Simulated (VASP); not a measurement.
# Ga16AsP15 (P1) in VASP: further runs, part 2 of 3

VASP 6.6.1. The steps go on from the part before.

### Step 3. Single point, PBEsol

INCAR reads:

```
PREC = Accurate
ENCUT = 500
EDIFF = 1E-6
ISMEAR = -1
SIGMA = 0.05
LREAL = Auto
LASPH = T
NELM = 120
ALGO = Normal
ISIF = 2
LWAVE = F
LCHARG = T
GGA = PS
LELF = T
LVHAR = T
NBANDS = 486
ISYM = -1
GGA_COMPAT = F
KPAR = 1
```

KPOINTS reads:

```
explicit points
1
Reciprocal
  0.25000000   0.25000000   0.25000000 1
```

POSCAR reads:

```
Ga16AsP15
1.0
   11.5165107371     -0.0000000011      0.0000000000
   -0.0000019992     13.3147593203      0.0000000000
    0.0000000000      0.0000000000     12.6734358857
Ga P As
48 45 3
Direct
    0.9992970000      0.1667380000      0.9996640000
    0.9959930000      0.1684540000      0.5018220000
    0.3339500000      0.1668270000      0.9984320000
    0.3372710000      0.1692550000      0.4969250000
    0.1662300000      0.4169800000      0.0007730000
    0.1667410000      0.4164200000      0.5003860000
    0.9999230000      0.6662270000      0.0006230000
    0.9994160000      0.6655670000      0.5003030000
    0.6671810000      0.1666910000      0.0006750000
    0.6671470000      0.1665250000      0.5004030000
    0.5007650000      0.4170210000      0.0008950000
    0.5008150000      0.4171920000      0.5001500000
    0.3334160000      0.6662920000      0.0003320000
    0.3338440000      0.6650270000      0.5007120000
    0.1666880000      0.9152710000      0.9992910000
    0.1661670000      0.9117930000      0.5022590000
    0.8334390000      0.4163120000      0.0003840000
    0.8328890000      0.4169810000      0.5005800000
    0.6670780000      0.6665480000      0.0003310000
    0.6671370000      0.6665200000      0.5007340000
    0.5003740000      0.9158150000      0.9953930000
    0.4999890000      0.9165180000      0.4995910000
    0.8332720000      0.9163460000      0.0004420000
    0.8341590000      0.9165690000      0.5008100000
    0.1662020000      0.0827910000      0.2438140000
    0.1620370000      0.0808650000      0.7515500000
    0.9995090000      0.3325160000      0.2506630000
    0.9997840000      0.3334690000      0.7506910000
    0.4999960000      0.0877030000      0.2507150000
    0.5043930000      0.0812330000      0.7512590000
    0.3324750000      0.3346860000      0.2490860000
    0.3331730000      0.3386880000      0.7525470000
    0.1655030000      0.5827710000      0.2505740000
    0.1655300000      0.5839600000      0.7503810000
    0.9994860000      0.8333610000      0.2501240000
    0.9984520000      0.8321720000      0.7507640000
    0.8328340000      0.0832480000      0.2504260000
    0.8325620000      0.0835030000      0.7507750000
    0.6669510000      0.3342040000      0.2505900000
    0.6661480000      0.3333740000      0.7505920000
    0.4998670000      0.5835460000      0.2504560000
    0.5003240000      0.5839870000      0.7506260000
    0.3286430000      0.8305880000      0.2521910000
    0.3330110000      0.8325910000      0.7495360000
    0.8336090000      0.5824950000      0.2502230000
    0.8330210000      0.5824230000      0.7506730000
    0.6707750000      0.8308260000      0.2523660000
    0.6674970000      0.8324780000      0.7491430000
    0.9988150000      0.1666910000      0.1859130000
    0.9983920000      0.1668770000      0.6881900000
    0.3332170000      0.1683500000      0.1853340000
    0.1652670000      0.4167770000      0.1872870000
    0.1657560000      0.4178080000      0.6872360000
    0.9997250000      0.6667270000      0.1873860000
    0.9989390000      0.6662730000      0.6870970000
    0.6675900000      0.1681440000      0.1872120000
    0.6676680000      0.1670500000      0.6869970000
    0.5004030000      0.4171220000      0.1873760000
    0.5007440000      0.4179900000      0.6871270000
    0.3323780000      0.6652240000      0.1872690000
    0.3332090000      0.6659700000      0.6872730000
    0.1657450000      0.9152190000      0.1856350000
    0.1653230000      0.9147040000      0.6883310000
    0.8339240000      0.4163850000      0.1871850000
    0.8331610000      0.4162000000      0.6873650000
    0.6674970000      0.6655430000      0.1872180000
    0.6673370000      0.6660800000      0.6872250000
    0.5006520000      0.9154570000      0.6866970000
    0.8338760000      0.9167420000      0.1872800000
    0.8336120000      0.9171270000      0.6872760000
    0.1658630000      0.0825400000      0.9380640000
    0.9990840000      0.3339820000      0.4375390000
    0.9999340000      0.3333080000      0.9371960000
    0.5014470000      0.0834710000      0.4367660000
    0.5010060000      0.0831560000      0.9370480000
    0.3339530000      0.3353160000      0.4357510000
    0.3333030000      0.3345090000      0.9385070000
    0.1663230000      0.5828500000      0.4373840000
    0.1663450000      0.5832550000      0.9372540000
    0.9991040000      0.8316460000      0.4370350000
    0.9991830000      0.8325210000      0.9372830000
    0.8323820000      0.0828510000      0.4371530000
    0.8328550000      0.0828080000      0.9373510000
    0.6666970000      0.3330270000      0.4374270000
    0.6665090000      0.3330830000      0.9373400000
    0.5007030000      0.5833210000      0.4371710000
    0.5001380000      0.5833080000      0.9374780000
    0.3331690000      0.8312740000      0.4385060000
    0.3329240000      0.8322750000      0.9358010000
    0.8327060000      0.5828860000      0.4370380000
    0.8332400000      0.5827680000      0.9374570000
    0.6674080000      0.8329750000      0.4385370000
    0.6675370000      0.8325100000      0.9357990000
    0.3335490000      0.1674990000      0.6881700000
    0.4998770000      0.9161200000      0.1870710000
    0.1659170000      0.0823480000      0.4353890000
```

Potentials or basis: VASP PAW PBE potentials, release 64 (Ga_d, P, As).

Launch:

```bash
$ cat potpaw_PBE.64/Ga_d/POTCAR potpaw_PBE.64/P/POTCAR potpaw_PBE.64/As/POTCAR > POTCAR
$ mpirun -np 4 vasp_std > vasp.out
```

Run time: 11 min. Hardware: 4 MPI ranks of Intel Xeon 6975P-C (Granite Rapids), shared host; peak memory 0.69 GiB.

Results (log left out):

```
Free energy            : -473.1081 eV
Pressure               : -0.1 GPa
Largest force          : 0.031 eV/Å
Band gap on the k mesh : 1.59 eV
```

Forces in eV/Å, atoms in the order of the input:
```
Ga   0.000  0.000  0.000
Ga  -0.012  0.014  0.007
Ga  -0.001  0.002 -0.005
Ga   0.020  0.014 -0.018
Ga   0.000  0.002  0.003
Ga   0.001  0.003 -0.004
Ga   0.000  0.001  0.000
Ga   0.000  0.000 -0.005
Ga  -0.001  0.001  0.001
Ga   0.000  0.001 -0.008
Ga  -0.002  0.003  0.000
Ga   0.000  0.004 -0.004
Ga  -0.001  0.002  0.000
Ga   0.002  0.002  0.000
Ga  -0.001  0.001 -0.001
Ga   0.006 -0.011  0.008
Ga   0.000  0.001  0.000
Ga  -0.001  0.003 -0.005
Ga   0.000  0.001 -0.002
Ga   0.001  0.003 -0.003
Ga   0.001 -0.001 -0.018
Ga   0.002  0.003 -0.006
Ga  -0.001  0.000 -0.001
Ga   0.001  0.000  0.000
Ga   0.000  0.000 -0.024
Ga  -0.015 -0.008  0.002
Ga   0.001  0.001 -0.002
Ga  -0.004  0.000  0.000
Ga  -0.002  0.014  0.003
Ga   0.015 -0.010  0.004
Ga   0.002 -0.002 -0.004
Ga  -0.004  0.015  0.003
Ga   0.000 -0.001  0.000
Ga  -0.002 -0.001 -0.002
Ga   0.000 -0.002 -0.001
Ga   0.002 -0.004  0.001
Ga   0.000 -0.002  0.001
Ga  -0.002  0.000  0.000
Ga   0.001 -0.002  0.001
Ga   0.000 -0.001  0.000
Ga   0.000 -0.001  0.000
Ga  -0.001 -0.001 -0.002
Ga  -0.013 -0.009  0.004
Ga  -0.002 -0.004 -0.003
Ga  -0.001 -0.002  0.000
Ga   0.001 -0.001  0.000
Ga   0.012 -0.011  0.003
Ga  -0.002 -0.003 -0.005
P    0.004  0.000  0.001
P    0.008 -0.002 -0.001
P    0.005  0.001 -0.007
P   -0.003 -0.001  0.002
P    0.001  0.003  0.003
P   -0.001  0.004  0.003
P    0.000  0.004  0.003
P   -0.001  0.004  0.002
P    0.001 -0.002  0.001
P   -0.004  0.001  0.001
P    0.003  0.002  0.005
P    0.000  0.005 -0.001
P    0.002  0.004  0.004
P    0.001 -0.001  0.002
P    0.005  0.001 -0.002
P    0.000 -0.005  0.000
P    0.001 -0.001  0.001
P    0.002  0.002  0.001
P    0.004  0.004  0.003
P    0.001 -0.002  0.004
P   -0.003  0.003  0.001
P   -0.002  0.002  0.003
P    0.001  0.000  0.001
P   -0.002 -0.004  0.003
P   -0.001 -0.004  0.002
P   -0.007  0.001  0.005
P    0.004  0.001  0.000
P    0.000 -0.006  0.004
P   -0.001 -0.001  0.001
P    0.001 -0.001  0.002
P    0.001 -0.002  0.001
P   -0.003 -0.004  0.002
P    0.003  0.004  0.000
P    0.000  0.002  0.006
P    0.003  0.001  0.001
P    0.001 -0.001  0.005
P   -0.001 -0.002  0.002
P   -0.001 -0.002  0.004
P   -0.001 -0.003  0.001
P   -0.001 -0.006  0.006
P    0.005  0.000  0.000
P    0.000 -0.002  0.005
P    0.000  0.000  0.000
P   -0.004 -0.003 -0.001
P   -0.002  0.000  0.000
As  -0.013 -0.009 -0.016
As  -0.003  0.003  0.001
As   0.001  0.001  0.018
```

Stress tensor (GPa, compression positive):
```
-0.08  0.08  0.06
 0.08 -0.07 -0.01
 0.06 -0.01 -0.06
```

Levels at points of the mesh, in eV from the valence-band top:
```
           k point  band 430  band 431  band 432  band 433  band 434  band 435
(0.25, 0.25, 0.25)     -0.43     -0.22      0.00      1.59      1.73      1.84
```

Caveat: the PAW data sets were made with another functional, which shifts forces and pressure a little; a shifted mesh leaves out Γ, where band edges can lie.

### Step 4. Single point, PBEsol

INCAR reads:

```
ALGO     = Normal         # electronic algorithm
EDIFF    = 1E-6           # SCF threshold, eV
ENCUT    = 520            # plane-wave cutoff, eV
GGA      = PS             # functional
ISIF     = 2              # what is computed and relaxed
ISMEAR   = -1             # smearing method
ISYM     = 0            
LASPH    = True           # aspherical terms in the spheres
LCHARG   = False          # write CHGCAR
LREAL    = Auto         
LUSENCCL = False        
LWAVE    = False          # write WAVECAR
NBANDS   = 486            # bands
NELM     = 100            # most SCF steps
PREC     = Accurate       # precision mode
SIGMA    = 0.05           # smearing width, eV
```

KPOINTS reads:

```
Automatic mesh
0
Gamma
  1 1 1
  0.25 0.25 0.25
```

POSCAR reads:

```
Ga16AsP15
1.0
   11.5283670000      0.0000000000      0.0000000000
   -0.0000020000     13.3118130000      0.0000000000
    0.0000000000      0.0000000000     12.6622010000
Ga P As
48 45 3
Direct
    0.0007650000      0.1656470000      0.9989840000
    0.0029830000      0.1658070000      0.4989140000
    0.3345500000      0.1669880000      0.0021550000
    0.3310060000      0.1651060000      0.4979730000
    0.1652550000      0.4154570000      0.9986140000
    0.1662040000      0.4143550000      0.5000610000
    0.9982630000      0.6663710000      0.0003680000
    0.9995020000      0.6677740000      0.5025540000
    0.6646800000      0.1680880000      0.9983170000
    0.6655840000      0.1678080000      0.5024730000
    0.5018290000      0.4175940000      0.0010860000
    0.4975850000      0.4154640000      0.4991500000
    0.3343210000      0.6650010000      0.9991010000
    0.3342760000      0.6650370000      0.4994210000
    0.1667060000      0.9151430000      0.0021770000
    0.1654380000      0.9158130000      0.5002390000
    0.8340780000      0.4154010000      0.9987740000
    0.8328750000      0.4188090000      0.5018180000
    0.6669320000      0.6659280000      0.0006150000
    0.6679390000      0.6658060000      0.4994550000
    0.4995060000      0.9162010000      0.9974200000
    0.5016230000      0.9159820000      0.4984800000
    0.8321620000      0.9189240000      0.0009560000
    0.8344190000      0.9159900000      0.5000830000
    0.1659300000      0.0822420000      0.2495540000
    0.1659880000      0.0838240000      0.7513580000
    0.0015290000      0.3313220000      0.2503290000
    0.9971800000      0.3332330000      0.7481330000
    0.5004510000      0.0828970000      0.2519620000
    0.4979900000      0.0820770000      0.7473140000
    0.3342110000      0.3333210000      0.2523200000
    0.3309920000      0.3330700000      0.7530470000
    0.1675170000      0.5835240000      0.2495540000
    0.1688900000      0.5851620000      0.7494280000
    0.0014900000      0.8328270000      0.2476850000
    0.9988270000      0.8323570000      0.7488440000
    0.8340170000      0.0833570000      0.2507080000
    0.8351780000      0.0843280000      0.7509690000
    0.6702860000      0.3312630000      0.2497570000
    0.6658830000      0.3333630000      0.7494790000
    0.5009510000      0.5836100000      0.2483640000
    0.5002650000      0.5842750000      0.7514610000
    0.3333880000      0.8343280000      0.2511180000
    0.3337450000      0.8343310000      0.7518040000
    0.8337160000      0.5814490000      0.2490350000
    0.8331280000      0.5827910000      0.7506730000
    0.6680950000      0.8334040000      0.2537010000
    0.6685590000      0.8337760000      0.7516530000
    0.9982780000      0.1646290000      0.1868020000
    0.0002010000      0.1668610000      0.6868440000
    0.3339680000      0.1677160000      0.1880470000
    0.1669700000      0.4172780000      0.1863230000
    0.1636100000      0.4167110000      0.6872210000
    0.0001010000      0.6688120000      0.1893800000
    0.9978110000      0.6664640000      0.6884280000
    0.6684260000      0.1671830000      0.1880620000
    0.6656430000      0.1680030000      0.6865960000
    0.4988510000      0.4161980000      0.1858750000
    0.5019260000      0.4176150000      0.6864720000
    0.3334050000      0.6678060000      0.1901120000
    0.3345020000      0.6661770000      0.6855390000
    0.1663790000      0.9175320000      0.1891480000
    0.1654990000      0.9153700000      0.6868990000
    0.8298070000      0.4186200000      0.1897880000
    0.8326960000      0.4175250000      0.6866710000
    0.6677560000      0.6664920000      0.1843180000
    0.6646760000      0.6684400000      0.6855500000
    0.4982360000      0.9162490000      0.6872940000
    0.8338760000      0.9159490000      0.1893270000
    0.8350580000      0.9173420000      0.6885190000
    0.1678360000      0.0802740000      0.9374340000
    0.0019270000      0.3333650000      0.4358640000
    0.0022360000      0.3335620000      0.9358950000
    0.4993970000      0.0838700000      0.4361620000
    0.4984050000      0.0826940000      0.9366420000
    0.3326930000      0.3337740000      0.4360940000
    0.3336940000      0.3339900000      0.9407540000
    0.1661440000      0.5824860000      0.4399800000
    0.1652860000      0.5829960000      0.9382720000
    0.9990100000      0.8319660000      0.4388240000
    0.9986350000      0.8320570000      0.9384760000
    0.8348900000      0.0806000000      0.4414460000
    0.8345420000      0.0801670000      0.9379640000
    0.6648160000      0.3341440000      0.4357780000
    0.6693140000      0.3316250000      0.9349590000
    0.4986830000      0.5831930000      0.4332790000
    0.5001970000      0.5827450000      0.9339060000
    0.3303450000      0.8322100000      0.4372500000
    0.3333900000      0.8335250000      0.9368170000
    0.8329170000      0.5844170000      0.4368290000
    0.8319060000      0.5838050000      0.9383670000
    0.6662750000      0.8324430000      0.4361820000
    0.6630060000      0.8346550000      0.9365920000
    0.3317980000      0.1672450000      0.6869440000
    0.5007760000      0.9151160000      0.1877520000
    0.1668680000      0.0829100000      0.4359900000
```

Launch:

```bash
$ cat potpaw_PBE.64/Ga_d/POTCAR potpaw_PBE.64/P/POTCAR potpaw_PBE.64/As/POTCAR > POTCAR
$ mpirun -np 1 vasp_std > vasp.out
```

Wall time 4.7 min (1 × NVIDIA H100 80GB with 1 thread of AMD EPYC 7R13 (Zen 3), shared host); peak memory 3.6 GiB.

Results (log left out):

```yaml
Free_energy: -472.3247 eV
Pressure: 0.1 GPa
Largest_force: 1.144 eV/Å
Band_gap_on_the_k_mesh: 1.58 eV
```

Forces in eV/Å, atoms in the order of the input:
```
Ga   0.042 -0.016  0.028
Ga  -0.929  0.530  0.404
Ga  -0.183 -0.078 -0.123
Ga   0.901  0.630 -0.178
Ga   0.238  0.234  0.251
Ga   0.073  0.281  0.101
Ga   0.105  0.018  0.211
Ga   0.026 -0.252 -0.104
Ga   0.243 -0.454  0.200
Ga   0.166 -0.071 -0.378
Ga   0.045 -0.151 -0.217
Ga   0.184  0.281  0.032
Ga  -0.124  0.145  0.288
Ga  -0.112  0.088 -0.078
Ga  -0.116 -0.095 -0.077
Ga  -0.027 -0.638  0.297
Ga   0.058  0.118  0.322
Ga   0.017 -0.245 -0.387
Ga  -0.227  0.251 -0.288
Ga  -0.368 -0.018 -0.069
Ga  -0.164  0.154 -0.186
Ga  -0.407  0.024  0.120
Ga  -0.047 -0.671  0.156
Ga  -0.163 -0.226  0.238
Ga   0.080  0.317 -0.758
Ga  -0.580 -0.567  0.152
Ga  -0.210  0.261 -0.227
Ga   0.169 -0.002  0.130
Ga   0.040  0.655 -0.106
Ga   0.696 -0.162  0.459
Ga  -0.166  0.134 -0.391
Ga   0.191  0.893  0.115
Ga  -0.130 -0.003  0.318
Ga  -0.272 -0.163  0.093
Ga  -0.161  0.213  0.536
Ga   0.128  0.042  0.337
Ga  -0.126 -0.193  0.360
Ga  -0.238 -0.045 -0.081
Ga  -0.611  0.271  0.072
Ga   0.068  0.052 -0.116
Ga   0.007 -0.061 -0.134
Ga   0.007 -0.098 -0.503
Ga  -0.628 -0.374  0.290
Ga  -0.211 -0.213 -0.261
Ga  -0.052  0.531  0.188
Ga  -0.282  0.192  0.025
Ga   0.491 -0.493 -0.294
Ga  -0.183  0.123 -0.240
P    0.264  0.215 -0.111
P    0.023  0.026 -0.036
P   -0.075 -0.192  0.097
P   -0.037 -0.154  0.034
P    0.270  0.069  0.055
P    0.010 -0.528 -0.342
P    0.247 -0.079  0.012
P   -0.182 -0.242 -0.269
P    0.113 -0.299  0.333
P    0.362 -0.039  0.280
P   -0.474 -0.053  0.106
P    0.050 -0.062 -0.537
P    0.049  0.243  0.193
P    0.152 -0.198 -0.251
P    0.076  0.171  0.125
P    0.750 -0.546 -0.575
P   -0.124 -0.087  0.141
P    0.001  0.102  0.488
P    0.289 -0.171  0.218
P    0.395 -0.092 -0.199
P   -0.043  0.123 -0.197
P   -0.258  0.044 -0.199
P    0.007  0.322  0.167
P   -0.467 -0.095  0.237
P   -0.376 -0.264 -0.047
P    0.121 -0.074  0.336
P    0.137  0.109 -0.159
P   -0.040 -0.272  0.247
P    0.084 -0.071 -0.289
P   -0.072 -0.026 -0.300
P    0.093  0.020 -0.197
P    0.127  0.126 -0.423
P    0.008  0.194 -0.163
P   -0.230  0.545 -0.468
P   -0.247  0.768 -0.137
P    0.274 -0.075  0.224
P   -0.297  0.338  0.157
P    0.303 -0.107  0.407
P    0.112  0.027  0.564
P    0.343  0.067  0.115
P   -0.117 -0.229  0.165
P    0.192 -0.075 -0.052
P    0.102 -0.231 -0.190
P    0.215 -0.004  0.439
P    0.573 -0.289  0.154
As   0.017  0.017 -0.229
As   0.087  0.222 -0.323
As  -0.063 -0.342 -0.124
```

Stress tensor (GPa, compression positive):
```
-0.15  0.07 -0.12
 0.07  0.21  0.05
-0.12  0.05  0.16
```

Levels at points of the mesh, in eV from the valence-band top:
```
           k point  band 429  band 430  band 431  band 432  band 433  band 434  band 435  band 436
(0.25, 0.25, 0.25)     -0.52     -0.43     -0.23      0.00      1.59      1.71      1.84      1.94
```

Caveat: the PAW data sets were made with another functional, which shifts forces and pressure a little; a shifted mesh leaves out Γ, where band edges can lie.

[end of part 2 of 3]
